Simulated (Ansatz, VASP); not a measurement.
# Two plane-wave programs on RbBr

The input INCAR:

```
PREC     = Accurate       # precision mode
ENCUT    = 520            # plane-wave cutoff, eV
EDIFF    = 1E-6           # SCF threshold, eV
ISMEAR   = 0              # smearing method
SIGMA    = 0.05           # smearing width, eV
LREAL    = False          # projectors in reciprocal space
LASPH    = True           # aspherical terms in the spheres
NELM     = 100            # most SCF steps
ALGO     = Normal         # electronic algorithm
ISIF     = 2              # what is computed and relaxed
LWAVE    = False          # write WAVECAR
LCHARG   = False          # write CHGCAR
GGA      = PE             # functional
NBANDS   = 15             # bands
```

Contents of KPOINTS:

```
Automatic mesh
0
Gamma
  6 6 6
```

File POSCAR:

```
RbBr
1.0
    4.3606181872      0.0000000000      0.0000000000
    0.0000000000      4.3606181872      0.0000000000
    0.0000000000      0.0000000000      4.1929021031
Rb Br
1 1
Direct
   -0.0925781756      0.0000000000      0.0000000000
    0.5990244918      0.5000000000      0.5000000000
```

Input for Ansatz:

```yaml
crystal:
  lattice:
    - [4.3606181872, 0.0, 0.0]
    - [0.0, 4.3606181872, 0.0]
    - [0.0, 0.0, 4.1929021031]
  atoms:
    - { symbol: Rb, position: [-0.0925781756, 0.0, 0.0] }
    - { symbol: Br, position: [0.5990244918, 0.5, 0.5] }
basis:
  ecutwfc: 420
kpoints:
  mp_grid: { grid: [6, 6, 6] }
hamiltonian:
  xc: pbe
  pseudopotentials: { kind: paw }
scf:
  occupations: { method: gaussian, width: 0.05 }
output:
  forces: true
  stress: true
  eigenvalues: true
```

Change from the starting cell: mode 4 frozen in at -0.415 Å, equal normal strain along x and y +0.0400.

Alike in both runs: task single point; functional PBE; k mesh 6 × 6 × 6; occupations gaussian, width 0.05 eV; no spin polarisation.

|  | VASP | Ansatz |
| --- | --- | --- |
| version | VASP 6.6.1 | Ansatz 0.2.0 |
| potentials or method | VASP PAW PBE potentials, release 64 (Rb_sv, Br), cutoff 520 eV | scalar-relativistic, plane waves, PAW |
| valence electrons in the cell | 16 | 16 |

```tsv
	VASP	Ansatz	Ansatz less VASP
gap on the k mesh at the Fermi level (eV)	3.83	3.83	+0.001
least direct gap on the mesh (eV)	3.87	3.87	+0.002
pressure (GPa)	1.2	1.1	-0.03
traceless stress, the component that is largest in VASP (GPa)	0.78	0.77	-0.007
rms of the force components (eV/Å)	0.207	0.204	-0.0032
```

Atom by atom the forces differ by 0.003 eV/Å (rms over components).
